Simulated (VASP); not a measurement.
# GaAs (F-43m) in VASP: further runs, part 2 of 2

VASP 6.6.1. Earlier steps stand in the parts before.

## Step 3: Relaxation of cell and atoms, PBEsol, target pressure 10 GPa, at which the enthalpy is minimised

File INCAR:

```
PREC = Accurate ; ENCUT = 600
EDIFF = 1E-7 ; ISMEAR = -1
SIGMA = 0.05 ; LREAL = F
LASPH = T ; NELM = 80
ALGO = Normal ; ISIF = 3
LWAVE = F ; LCHARG = F
GGA = PS ; IBRION = 2
NSW = 80 ; EDIFFG = -0.02
PSTRESS = 100.0
```

File KPOINTS:

```
regular mesh
0
Gamma
  8 8 8
```

File POSCAR:

```
GaAs
1.0
    0.0000000000      2.8268500000      2.8268500000
    2.8268500000      0.0000000000      2.8268500000
    2.8268500000      2.8268500000      0.0000000000
As Ga
1 1
Direct
    0.7500000000      0.7500000000      0.7500000000
    0.0000000000      0.0000000000      0.0000000000
```

Potentials or basis: VASP PAW PBE potentials, release 64 (As, Ga_d).

Run with:

```console
> cat potpaw_PBE.64/As/POTCAR potpaw_PBE.64/Ga_d/POTCAR > POTCAR
> mpirun -np 1 vasp_std > vasp.out
```

OUTCAR:

```text
PREC = Accurate
   ENCUT = 600
   EDIFF = 1E-7
   ISMEAR = -1
   LREAL = F
   LASPH = T
   NELM = 80
   ISIF = 3
   GGA = PS
   IBRION = 2
   NSW = 80
   EDIFFG = -0.02
   PSTRESS = 100.0

 ion  position               nearest neighbor table
   1  0.750  0.750  0.750-   2 2.45   2 2.45   2 2.45   2 2.45
   2  0.000  0.000  0.000-   1 2.45   1 2.45   1 2.45   1 2.45

  LATTYP: Found a face centered cubic cell.
 ALAT       =     5.6537000000

  Lattice vectors:

 A1 = (   0.0000000000,   2.8268500000,   2.8268500000)
 A2 = (   2.8268500000,   0.0000000000,   2.8268500000)
 A3 = (   2.8268500000,   2.8268500000,   0.0000000000)

Analysis of symmetry for initial positions (statically):
=====================================================================
 Subroutine PRICEL returns:
 Original cell was already a primitive cell.

 Routine SETGRP: Setting up the symmetry group for a
 face centered cubic supercell.

 Subroutine GETGRP returns: Found 24 space group operations
 (whereof 24 operations were pure point group operations)
 out of a pool of 48 trial point group operations.

The static configuration has the point symmetry T_d .

Analysis of symmetry for dynamics (positions and initial velocities):
=====================================================================
 Subroutine PRICEL returns:
 Original cell was already a primitive cell.

 Routine SETGRP: Setting up the symmetry group for a
 face centered cubic supercell.

 Subroutine GETGRP returns: Found 24 space group operations
 (whereof 24 operations were pure point group operations)
 out of a pool of 48 trial point group operations.

The dynamic configuration has the point symmetry T_d .

 Subroutine INISYM returns: Found 24 space group operations
 (whereof 24 operations are pure point group operations),
 and found     1 'primitive' translations

----------------------------------------------------------------------------------------

                                     Primitive cell

  volume of cell :      45.1792

[... 96 lines left out ...]
   POTIM  = 0.5000    time-step for ionic-motion
   TEBEG  =    0.0;   TEEND  =   0.0 temperature during run
   PSTRESS=  100.0 pullay stress
   NELECT =      18.0000    total number of electrons
   NUPDOWN=      -1.0000    fix difference up-down
   EMIN   =  10.00;   EMAX   =-10.00  energy-range for DOS
   EFERMI =   0.00;   METHOD = LEGACY
   ISMEAR =    -1;   SIGMA  =   0.05  broadening in eV -4-tet -1-fermi 0-gaus
   EFERMI_NEDOS =   21; number of points for ismear=-14 and -15
   IALGO  =     38    algorithm
   IMIX   =      4    mixing-type and parameters
     AMIX     =   0.40;   BMIX     =  1.00
     AMIX_MAG =   1.60;   BMIX_MAG =  1.00
  volume/ion in A,a.u.               =      22.59       152.44
  Fermi-wavevector in a.u.,A,eV,Ry     =   1.204628  2.276417 19.743799  1.451128
  Thomas-Fermi vector in A             =   2.340347
   LORBIT       =      0    0 simple, 1 ext, 2 COOP (PROOUT), +10 PAW based schemes
   GGA     = PS    functional components
   LHFCALC =     F    Hartree Fock is set to
   AEXX    =    0.0000 exact exchange contribution
   IVDW    =     0    specifies the selected vdW correction
   LEPSILON=     F    determine dielectric tensor
   LRPA    =     F    only Hartree local field effects (RPA)
 conjugate gradient relaxation of ions
 non-spin polarized calculation
  energy-cutoff  :      600.00
  volume of cell :       45.18
 maximum number of plane-waves:      1540
   NGX = 15   NGY = 15   NGZ = 15

--------------------------------------- Ionic step        1  -------------------------------------------

 number of electron      18.0000011 magnetization

 Free energy of the ion-electron system (eV)
  ---------------------------------------------------
  ext. energy  EPLUGINS =         0.00000000
  ---------------------------------------------------
  free energy    TOTEN  =        -9.08716607 eV

  energy without entropy =       -9.08712472  energy(sigma->0) =       -9.08714540

 E-fermi :   4.0626     XC(G=0):  -9.7723

 val. band max:        3.8057318980   @ k =   0.0000   0.0000   0.0000
 cond. band min:       4.2610154299   @ k =   0.0000   0.0000   0.0000
 fundamental gap:      0.4552835320
 Fermi energy:         4.0626099831

 k-point     1 :       0.0000    0.0000    0.0000
  band No.  band energies     occupation
      1     -10.9715      2.00000
      2     -10.9715      2.00000
      3     -10.9715      2.00000
      4     -10.8915      2.00000
      5     -10.8915      2.00000
      6      -8.9468      2.00000
      7       3.8057      1.98832
      8       3.8057      1.98832
      9       3.8057      1.98832
     10       4.2610      0.03712
     11       7.4949      0.00000
     12       7.4949      0.00000
     13       7.4949      0.00000
[... 481 lines left out ...]
--------------------------------------- Ionic step        4  -------------------------------------------

 number of electron      18.0000003 magnetization

 Free energy of the ion-electron system (eV)
  ---------------------------------------------------
  ext. energy  EPLUGINS =         0.00000000
  ---------------------------------------------------
  free energy    TOTEN  =        -8.95190910 eV

  energy without entropy =       -8.95190885  energy(sigma->0) =       -8.95190897

 E-fermi :   5.4235     XC(G=0): -10.2603

 val. band max:        4.8739575718   @ k =   0.0000   0.0000   0.0000
 cond. band min:       5.9984729586   @ k =   0.5000   0.5000   0.0000
 fundamental gap:      1.1245153868
 Fermi energy:         5.4235184231

 k-point     1 :       0.0000    0.0000    0.0000
  band No.  band energies     occupation
      1     -10.1408      2.00000
      2     -10.1408      2.00000
      3     -10.1408      2.00000
      4     -10.0303      2.00000
      5     -10.0303      2.00000
      6      -8.7096      2.00000
      7       4.8740      1.99997
      8       4.8740      1.99997
      9       4.8740      1.99997
     10       6.1595      0.00000
     11       8.5751      0.00000
     12       8.5751      0.00000
     13       8.5751      0.00000
[... 401 lines left out ...]
  energy  without entropy=       -8.9519088464  energy(sigma->0) =       -8.95190897

  enthalpy is  TOTEN    =        -6.4185272647 eV   P V=        2.5333818381

 reached required accuracy - stopping structural energy minimisation
```

CONTCAR:

```text
GaAs
   1.00000000000000
     0.0000000000000000    2.7276820546454865    2.7276820546454865
     2.7276820546454865    0.0000000000000000    2.7276820546454865
     2.7276820546454865    2.7276820546454865    0.0000000000000000
  As              Ga
     1     1
Direct
     0.7500000000000000    0.7500000000000000    0.7500000000000000
     1.0000000000000000    1.0000000000000000    0.0000000000000000

  0.00000000E+00  0.00000000E+00  0.00000000E+00
  0.00000000E+00  0.00000000E+00  0.00000000E+00
```

Wall time 69 s (1 thread of Intel Xeon Platinum 8488C (Sapphire Rapids), shared host); peak memory 0.2 GiB.

Results:

```
Free energy                                            : -8.9519 eV
Relaxed volume                                         : 20.29 Å³/atom
Relaxed cell                                           : a = 3.858 Å, b = 3.858 Å, c = 3.858 Å, α = 60.00°, β = 60.00°, γ = 60.00°
Space group after relaxing (to 0.05 Å)                 : F-43m (No. 216)
Energy change on relaxing (the enthalpy is what falls) : +67.6 meV/atom
Ionic steps                                            : 4
Pressure after relaxing                                : 10.1 GPa
Band gap on the k mesh                                 : 1.12 eV, indirect (least direct gap 1.29 eV)
```

The path:
```
step  energy change (eV)  largest force (eV/Å)  pressure (GPa)  volume (Å³)
   1              0.0000                0.0000            0.31        45.18
   2              0.5163                0.0000           23.41        36.82
   3              0.1299                0.0000            9.81        40.68
   4              0.1353                0.0000           10.06        40.59
```

Final structure:
```yaml
crystal:
  lattice:
    - [0.00000, 2.72768, 2.72768]
    - [2.72768, 0.00000, 2.72768]
    - [2.72768, 2.72768, 0.00000]
  atoms:
    - { symbol: As, position: [0.75000, 0.75000, 0.75000] }
    - { symbol: Ga, position: [0.00000, 0.00000, 0.00000] }
```

Caveat: the cell is relaxed towards a set pressure, so the enthalpy falls and the energy may rise; the PAW data sets were made with another functional, which shifts forces and pressure a little.

## Step 4: Relaxation of cell and atoms, PBEsol, target pressure 20 GPa, at which the enthalpy is minimised

File INCAR:

```
PREC = Accurate ; ENCUT = 600
EDIFF = 1E-7 ; ISMEAR = -1
SIGMA = 0.05 ; LREAL = False
LASPH = True ; NELM = 80
ALGO = Normal ; ISIF = 3
LWAVE = False ; LCHARG = False
GGA = PS ; IBRION = 2
NSW = 80 ; EDIFFG = -0.02
PSTRESS = 200.0
```

KPOINTS is that of step 3.

POSCAR is that of step 3.

Run with:

```console
> cat potpaw_PBE.64/As/POTCAR potpaw_PBE.64/Ga_d/POTCAR > POTCAR
> mpirun -np 1 vasp_std > vasp.out
```

It took 97 s on 1 thread of Intel Xeon Platinum 8488C (Sapphire Rapids), shared host; peak memory 0.2 GiB.

The run converged. Its results:

| Item | Value |
| --- | --- |
| Free energy | -8.6766 eV |
| Relaxed volume | 18.80 Å³/atom |
| Relaxed cell | a = 3.760 Å, b = 3.760 Å, c = 3.760 Å, α = 60.00°, β = 60.00°, γ = 60.00° |
| Space group after relaxing (to 0.05 Å) | F-43m (No. 216) |
| Energy change on relaxing (the enthalpy is what falls) | +205.3 meV/atom |
| Ionic steps | 5 |
| Pressure after relaxing | 20.1 GPa |
| Band gap on the k mesh | 0.94 eV, indirect (least direct gap 1.91 eV) |

Step by step:
| step | energy change (eV) | largest force (eV/Å) | pressure (GPa) | volume (Å³) |
| --- | --- | --- | --- | --- |
| 1 | 0.0000 | 0.0000 | 0.31 | 45.18 |
| 2 | 2.7212 | 0.0000 | 80.57 | 29.35 |
| 3 | 0.3534 | 0.0000 | 18.27 | 38.08 |
| 4 | 0.3933 | 0.0000 | 19.55 | 37.74 |
| 5 | 0.4106 | 0.0000 | 20.11 | 37.60 |

Final structure:
```
As Ga
1.0
     0.00000    2.65903    2.65903
     2.65903    0.00000    2.65903
     2.65903    2.65903    0.00000
As Ga
1 1
Direct
  0.75000 0.75000 0.75000
  0.00000 0.00000 0.00000
```

Levels at points of the mesh, in eV from the valence-band top:
```csv
k point,band 5,band 6,band 7,band 8,band 9,band 10,band 11,band 12,band 13
"(0.00, 0.00, 0.00)",-15.11,-14.25,0.00,0.00,0.00,1.91,3.69,3.69,3.69
"(0.50, 0.00, 0.00)",-15.10,-11.82,-7.84,-1.46,-1.46,1.47,4.59,4.59,7.64
"(0.50, 0.50, 0.00)",-15.08,-10.83,-7.82,-3.43,-3.43,0.94,1.38,11.65,11.65
```

Caveat: the cell is relaxed towards a set pressure, so the enthalpy falls and the energy may rise; the volume moved by over 15 % at a fixed basis, so the end points are rough; the PAW data sets were made with another functional, which shifts forces and pressure a little. A k mesh can miss the band edges.

## Step 5: Summary

```csv
cell,gap on the mesh (eV),pressure (GPa)
relaxed to 5 GPa,0.89,5.0
relaxed to 10 GPa,1.12,10.1
relaxed to 20 GPa,0.94,20.1
```

Alike in all rows: task relaxation of cell and atoms; level PBEsol; potentials or basis VASP PAW PBE potentials, release 64 (As, Ga_d); no spin polarisation; k mesh 8 × 8 × 8; cutoff (eV) 600; smearing fermi-dirac 0.05 eV.

Caveats: the cell is relaxed towards a set pressure, so the enthalpy falls and the energy may rise; the PAW data sets were made with another functional, which shifts forces and pressure a little; the volume moved by over 15 % at a fixed basis, so the end points are rough (some runs).

Absolute energies hang on the potentials; compare differences alone.
